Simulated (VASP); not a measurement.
# Pt (P6_3/mmc) in VASP: further runs, part 2 of 2

VASP 6.6.1. The steps go on from the part before.

## 4. Single point, PBEsol

This run uses another cell than the first one, of 13.99 Å³/atom.

Input file INCAR:

```
ALGO = Fast
EDIFF = 1E-6
ENCUT = 520
GGA = PS
ISIF = 2
ISMEAR = 0
LASPH = True
LCHARG = False
LREAL = False
LWAVE = False
NBANDS = 17
NELM = 100
PREC = Accurate
SIGMA = 0.15
```

Input file KPOINTS:

```
k-points
0
Gamma
  18 18 10
```

Input file POSCAR:

```
Pt
1.0
    2.5980000000      0.0000000000      0.0000000000
   -1.2990000000      2.2499339990      0.0000000000
    0.0000000000      0.0000000000      4.7854000000
Pt
2
Direct
    0.6666666667      0.3333333333      0.7500000000
    0.3333333333      0.6666666667      0.2500000000
```

Potentials or basis: VASP PAW PBE potentials, release 64 (Pt).

Started as:

```bash
> cat potpaw_PBE.64/Pt/POTCAR > POTCAR
> mpirun -np 1 vasp_std > vasp.out
```

OUTCAR:

```text
EDIFF = 1E-6
   ENCUT = 520
   GGA = PS
   ISIF = 2
   ISMEAR = 0
   LASPH = True
   LREAL = False
   NELM = 100
   PREC = Accurate

 ion  position               nearest neighbor table
   1  0.667  0.333  0.750-   2 2.82   2 2.82   2 2.82   2 2.82   2 2.82   2 2.82
   2  0.333  0.667  0.250-   1 2.82   1 2.82   1 2.82   1 2.82   1 2.82   1 2.82

  LATTYP: Found a hexagonal cell.
 ALAT       =     2.5980000000
 C/A-ratio  =     1.8419553503

  Lattice vectors:

 A1 = (   2.5980000000,   0.0000000000,   0.0000000000)
 A2 = (  -1.2990000000,   2.2499339990,   0.0000000000)
 A3 = (   0.0000000000,   0.0000000000,   4.7854000000)

Analysis of symmetry for initial positions (statically):
=====================================================================
 Subroutine PRICEL returns:
 Original cell was already a primitive cell.

 Routine SETGRP: Setting up the symmetry group for a
 hexagonal supercell.

 Subroutine GETGRP returns: Found 24 space group operations
 (whereof 12 operations were pure point group operations)
 out of a pool of 24 trial point group operations.

The static configuration has the point symmetry D_3d.
 The point group associated with its full space group is D_6h.

Analysis of symmetry for dynamics (positions and initial velocities):
=====================================================================
 Subroutine PRICEL returns:
 Original cell was already a primitive cell.

 Routine SETGRP: Setting up the symmetry group for a
 hexagonal supercell.

 Subroutine GETGRP returns: Found 24 space group operations
 (whereof 12 operations were pure point group operations)
 out of a pool of 24 trial point group operations.

The dynamic configuration has the point symmetry D_3d.
 The point group associated with its full space group is D_6h.

 Subroutine INISYM returns: Found 24 space group operations
 (whereof 12 operations are pure point group operations),
 and found     1 'primitive' translations

----------------------------------------------------------------------------------------

                                     Primitive cell

  volume of cell :      27.9722

  direct lattice vectors                    reciprocal lattice vectors
     2.598000000  0.000000000  0.000000000     0.384911470  0.222228741  0.000000000
    -1.299000000  2.249933999  0.000000000     0.000000000  0.444457482  0.000000000
     0.000000000  0.000000000  4.785400000     0.000000000  0.000000000  0.208968947

  length of vectors
     2.598000000  2.598000000  4.785400000     0.444457482  0.444457482  0.208968947

  position of ions in fractional coordinates (direct lattice)
     0.666666667  0.333333333  0.750000000
     0.333333333  0.666666667  0.250000000

  ion indices of the primitive-cell ions
   primitive index   ion index
                 1           1
                 2           2

----------------------------------------------------------------------------------------

 KPOINTS: k-points

Automatic generation of k-mesh.
 Grid dimensions read from file:
 generate k-points for:   18   18   10

 Generating k-lattice:

  Cartesian coordinates                     Fractional coordinates (reciprocal lattice)
     0.021383971  0.012346041  0.000000000     0.055555556  0.000000000  0.000000000
     0.000000000  0.024692082  0.000000000     0.000000000  0.055555556  0.000000000
     0.000000000  0.000000000  0.020896895     0.000000000  0.000000000  0.100000000

  Length of vectors
     0.024692082  0.024692082  0.020896895

  Shift w.r.t. Gamma in fractional coordinates (k-lattice)
     0.000000000  0.000000000  0.000000000

 Subroutine IBZKPT returns following result:
 ===========================================

 Found    222 irreducible k-points:

 Following reciprocal coordinates:
            Coordinates               Weight
  0.000000  0.000000  0.000000      1.000000
  0.055556  0.000000  0.000000      6.000000
  0.111111  0.000000  0.000000      6.000000
  0.166667  0.000000  0.000000      6.000000
  0.222222  0.000000  0.000000      6.000000
  0.277778  0.000000  0.000000      6.000000
[... 16 lines left out ...]
  0.333333  0.111111  0.000000     12.000000
  0.388889  0.111111  0.000000     12.000000
 [... further k-points ...]
   k-points           NKPTS =    222   k-points in BZ     NKDIM =    222   number of bands    NBANDS=     17
   number of dos      NEDOS =    301   number of ions     NIONS =      2
   total plane-waves  NPLWV =  14400
   dimension x,y,z NGX =    20 NGY =   20 NGZ =   36
   dimension x,y,z NGXF=    40 NGYF=   40 NGZF=   72
   ions per type =               2
   NGX,Y,Z   is equivalent  to a cutoff of  12.80, 12.80, 12.51 a.u.
   NGXF,Y,Z  is equivalent  to a cutoff of  25.60, 25.60, 25.01 a.u.
 SYSTEM =  unknown system
   PREC   = accura    normal or accurate (medium, high low for compatibility)
   ISTART =      0    job   : 0-new  1-cont  2-samecut
   ICHARG =      2    charge: 1-file 2-atom 10-const
   ISPIN  =      1    spin polarized calculation?
   LNONCOLLINEAR =      F non collinear calculations
   LSORBIT =      F    spin-orbit coupling
   LASPH  =      T    aspherical Exc in radial PAW
   ENCUT  =  520.0 eV  38.22 Ry    6.18 a.u.   4.83  4.83  8.90*2*pi/ulx,y,z
   NELM   =    100;   NELMIN=  2; NELMDL= -5     # of ELM steps
   EDIFF  = 0.1E-05   stopping-criterion for ELM
   LREAL  =      F    real-space projection
   EDIFFG = 0.1E-04   stopping-criterion for IOM
   NSW    =      0    number of steps for IOM
   IBRION =     -1    ionic relax: 0-MD 1-quasi-New 2-CG
   NFREE  =      0    steps in history (QN), initial steepest desc. (CG)
   ISIF   =      2    stress and relaxation
   ISYM   =      2    0-nonsym 1-usesym 2-fastsym
   POTIM  = 0.5000    time-step for ionic-motion
   TEBEG  =    0.0;   TEEND  =   0.0 temperature during run
   PSTRESS=    0.0 pullay stress
   NELECT =      20.0000    total number of electrons
   NUPDOWN=      -1.0000    fix difference up-down
   EMIN   =  10.00;   EMAX   =-10.00  energy-range for DOS
   EFERMI =   0.00;   METHOD = LEGACY
   ISMEAR =     0;   SIGMA  =   0.15  broadening in eV -4-tet -1-fermi 0-gaus
   EFERMI_NEDOS =   21; number of points for ismear=-14 and -15
   IALGO  =     68    algorithm
   IMIX   =      4    mixing-type and parameters
     AMIX     =   0.40;   BMIX     =  1.00
     AMIX_MAG =   1.60;   BMIX_MAG =  1.00
  volume/ion in A,a.u.               =      13.99        94.38
  Fermi-wavevector in a.u.,A,eV,Ry     =   1.463892  2.766355 29.157019  2.142980
  Thomas-Fermi vector in A             =   2.579933
   LORBIT       =      0    0 simple, 1 ext, 2 COOP (PROOUT), +10 PAW based schemes
   GGA     = PS    functional components
   LHFCALC =     F    Hartree Fock is set to
   AEXX    =    0.0000 exact exchange contribution
   IVDW    =     0    specifies the selected vdW correction
   LEPSILON=     F    determine dielectric tensor
   LRPA    =     F    only Hartree local field effects (RPA)
 non-spin polarized calculation
 RMM-DIIS sequential band-by-band and
 Gauss-broadening in eV      SIGMA  =   0.15
  energy-cutoff  :      520.00
  volume of cell :       27.97
 maximum number of plane-waves:       774
 NGX is ok and might be reduce to    20
   NGX =  9   NGY =  9   NGZ = 17

 number of electron      20.0000001 magnetization

 Free energy of the ion-electron system (eV)
  ---------------------------------------------------
  ext. energy  EPLUGINS =         0.00000000
  ---------------------------------------------------
  free energy    TOTEN  =       -13.51860746 eV

  energy without entropy =      -13.49111674  energy(sigma->0) =      -13.50486210

 E-fermi :  12.5384     XC(G=0): -14.0601

 val. band max:       12.5354149834   @ k =   0.2778   0.2222   0.0000
 cond. band min:      12.5391188853   @ k =   0.3889   0.0556   0.5000
 fundamental gap:      0.0037039019
 Fermi energy:        12.5383610778

 k-point     1 :       0.0000    0.0000    0.0000
  band No.  band energies     occupation
      1       1.4210      2.00000
      2       3.9283      2.00000
      3       7.2783      2.00000
      4       8.3388      2.00000
      5       8.3388      2.00000
      6       8.6863      2.00000
[... 9 lines left out ...]
     16      29.6482      0.00000
     17      35.8508      0.00000
[... 441 lines left out ...]
 k-point    24 :       0.3889    0.1111    0.0000
  band No.  band energies     occupation
      1       5.0927      2.00000
      2       5.2831      2.00000
      3       5.8179      2.00000
      4       8.1875      2.00000
      5       8.6170      2.00000
      6       8.9821      2.00000
[... 9 lines left out ...]
     16      26.0681      0.00000
     17      26.6450      0.00000

 [... further k-points ...]
[... 5 lines left out ...]
  --------------------------------------------------------------------------------------
  -------------------------------------------------------------------------------------
  Total        7.2178571      7.2178571      2.0753248      0.0000000      0.0000000      0.0000000
  in kB      413.4201975    413.4201975    118.8692377      0.0000000      0.0000000      0.0000000
  external PRESSURE =     315.2365443 kB  Pullay stress =       0.0000000 kB

 VOLUME and BASIS-vectors are now :
 -----------------------------------------------------------------------------
  energy-cutoff  :      520.00
  volume of cell :       27.97
      direct lattice vectors                 reciprocal lattice vectors
     2.598000000  0.000000000  0.000000000     0.384911470  0.222228741  0.000000000
    -1.299000000  2.249933999  0.000000000     0.000000000  0.444457482  0.000000000
     0.000000000  0.000000000  4.785400000     0.000000000  0.000000000  0.208968947

 POSITION                                       TOTAL-FORCE (eV/Angst)
 -----------------------------------------------------------------------------------
      1.29900      0.74998      3.58905         0.000000     -0.000000      0.000000
     -0.00000      1.49996      1.19635        -0.000000      0.000000      0.000000
 -----------------------------------------------------------------------------------
    total drift:                               -0.000000      0.000000     -0.000000

  FREE ENERGIE OF THE ION-ELECTRON SYSTEM (eV)
  ---------------------------------------------------
  free  energy   TOTEN  =       -13.5186074631 eV

  energy  without entropy=      -13.4911167397  energy(sigma->0) =      -13.50486210
```

stdout:

```text
POSCAR found type information on POSCAR Pt
 POSCAR found :  1 types and       2 ions
 scaLAPACK will be used
 -----------------------------------------------------------------------------
|                                                                             |
|                                                                             |
|     You enforced a specific xc type in the INCAR file but a different       |
|     I HOPE YOU KNOW WHAT YOU ARE DOING!                                     |
|                                                                             |
 -----------------------------------------------------------------------------

 LDA part: xc-table for (Slater+PW92), standard interpolation
 POSCAR, INCAR and KPOINTS ok, starting setup
 FFT: planning ... GRIDC
 FFT: planning ... GRID_SOFT
 FFT: planning ... GRID
 WAVECAR not read
 entering main loop
```

It took 45 s on 1 thread of Intel Xeon 6975P-C (Granite Rapids), shared host; peak memory 0.2 GiB.

Results:

- Free energy: -13.5186 eV
- Pressure: 31.5 GPa
- Band gap on the k mesh: zero (bands 10 and 11 overlap by 1.75 eV)

Caveat: the cell stands under pressure; the PAW data sets were made with another functional, which shifts forces and pressure a little; spin-orbit coupling is left out, which moves the levels of the heavy elements.

## 5. Single point, PBEsol

This run uses another cell than the first one, of 13.96 Å³/atom.

Input file INCAR:

```
PREC     = Accurate       # precision mode
ENCUT    = 520            # plane-wave cutoff, eV
EDIFF    = 1E-7           # SCF threshold, eV
ISMEAR   = 0              # smearing method
SIGMA    = 0.15           # smearing width, eV
LREAL    = F              # projectors in reciprocal space
LASPH    = T              # aspherical terms in the spheres
NELM     = 60             # most SCF steps
ALGO     = Normal         # electronic algorithm
ISIF     = 2              # what is computed and relaxed
LWAVE    = F              # write WAVECAR
LCHARG   = T              # write CHGCAR
GGA      = PS             # functional
LELF     = T              # ELF
LVHAR    = T            
NBANDS   = 17             # bands
```

Input file KPOINTS:

```
regular mesh
0
Gamma
  18 18 10
```

Input file POSCAR:

```
Pt
1.0
    2.6616000000      0.0000000000      0.0000000000
   -1.3308000000      2.3050132147      0.0000000000
    0.0000000000      0.0000000000      4.5500000000
Pt
2
Direct
    0.6666666667      0.3333333333      0.7500000000
    0.3333333333      0.6666666667      0.2500000000
```

Started as:

```bash
> cat potpaw_PBE.64/Pt/POTCAR > POTCAR
> mpirun -np 1 vasp_std > vasp.out
```

Run time: 35 s. Hardware: 1 thread of Intel Xeon 6975P-C (Granite Rapids), shared host; peak memory 0.2 GiB.

It converged, with:

* Free energy: -13.6329 eV
* Pressure: 28.0 GPa
* Band gap on the k mesh: zero (bands 10 and 11 overlap by 1.57 eV)

Stress tensor (GPa, compression positive):
```
28.13  0.00  0.00
 0.00 28.13  0.00
 0.00  0.00 27.59
```

Levels at points of the mesh, in eV from the Fermi level:
```csv
k point,band 6,band 7,band 8,band 9,band 10,band 11,band 12,band 13,band 14,band 15
"(0.00, 0.00, 0.00)",-3.70,-3.70,-2.34,-2.34,-1.25,-0.28,-0.28,5.71,14.73,15.78
"(0.50, 0.00, 0.00)",-3.55,-3.35,0.09,0.30,0.58,2.48,4.11,7.89,9.52,10.65
"(0.00, 0.00, 0.50)",-4.19,-4.19,-4.19,-0.99,-0.99,-0.99,-0.99,12.97,12.97,15.50
"(0.50, 0.00, 0.50)",-2.30,-1.21,-1.21,0.46,0.46,1.64,1.64,7.33,7.33,14.82
```

Caveat: the cell stands under pressure; the PAW data sets were made with another functional, which shifts forces and pressure a little; spin-orbit coupling is left out, which moves the levels of the heavy elements.

## 6. Summary

| cell | gap on the mesh (eV) | pressure (GPa) |
| --- | --- | --- |
| a = 2.852, b = 2.852, c = 4.785 Å, angles 90.0, 90.0, 120.0°, 2 atoms | none | -23.1 |
| a = 2.598, b = 2.598, c = 4.707 Å, angles 90.0, 90.0, 120.0°, 2 atoms | none | 37.5 |
| a = 2.598, b = 2.598, c = 4.785 Å, angles 90.0, 90.0, 120.0°, 2 atoms | none | 31.5 |
| a = 2.662, b = 2.662, c = 4.550 Å, angles 90.0, 90.0, 120.0°, 2 atoms | none | 28.0 |

Alike in all rows: task single point; level PBEsol; potentials or basis VASP PAW PBE potentials, release 64 (Pt); no spin polarisation; k mesh 18 × 18 × 10; cutoff (eV) 520; smearing gaussian 0.15 eV.

Caveats: the PAW data sets were made with another functional, which shifts forces and pressure a little; spin-orbit coupling is left out, which moves the levels of the heavy elements; the cell stands under pressure (at least some runs); the cell stands under tension (at least some runs).

Total energies depend on the potentials used, so only differences within one code and one set of settings carry meaning.
